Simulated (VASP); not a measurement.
Set up this calculation in VASP 6.6.1, as the native input.

| Quantity | Value |
| --- | --- |
| Task | single point |
| Functional | PBE |
| Potentials or basis | VASP PAW PBE potentials, release 64 (B, As, In_d) |
| Cutoff | 520 eV |
| k mesh | 6 × 4 × 4 |
| Occupations | fermi-dirac, width 0.02 eV |
| Spin | no spin polarisation |
| Dipole correction | no |
| Further INCAR settings | ALGO = Normal; EDIFF = 1e-07; NBANDS = 41 |

The structure of In3BAs4 lies in POSCAR:

```
In3BAs4
1.0
    4.0909736624      0.0000000000      0.0000000000
    0.0000000000      8.2682699813      0.0000000000
    0.0000000000      0.0000000000      5.9110755893
B As In
1 4 3
Direct
    0.0000000000      0.0000000000     -0.0202241723
    0.5000000000      0.0000000000      0.1694177871
    0.0000000000      0.2110532501      0.7813932831
    0.5000000000      0.5000000000      0.2857538866
    0.0000000000      0.7889467499      0.7813932831
    0.5000000000      0.2205076123      0.4972862838
    0.0000000000      0.5000000000      0.0076933648
    0.5000000000      0.7794923877      0.4972862838
```

The input as run:

INCAR

```
SYSTEM = In3BAs4
PREC = Accurate ; ENCUT = 520
EDIFF = 1E-7 ; ISMEAR = -1
SIGMA = 0.02 ; LREAL = .False.
LASPH = .True. ; NELM = 60
ALGO = Normal ; ISIF = 2
LWAVE = .False. ; LCHARG = .False.
GGA = PE ; NBANDS = 41
```

KPOINTS

```
Automatic mesh
0
Gamma
  6 4 4
  0 0 0
```

Potentials or basis: VASP PAW PBE potentials, release 64 (B, As, In_d).

Command:

```bash
$ cat potpaw_PBE.64/B/POTCAR potpaw_PBE.64/As/POTCAR potpaw_PBE.64/In_d/POTCAR > POTCAR
$ mpirun -np 1 vasp_std > vasp.out
```

It gave:

| Quantity | Value |
| --- | --- |
| Pressure | 0.1 GPa |
| Largest force | 0.029 eV/Å |
| Band gap on the k mesh | 0.05 eV (least direct gap 0.25 eV) |

Caveat: spin-orbit coupling is left out, which moves the levels of the heavy elements.

Run time: 3.8 min on 1 thread of Intel(R) Xeon(R) 6975P-C (Granite Rapids), with other jobs on the host, peak memory 0.43 GiB.
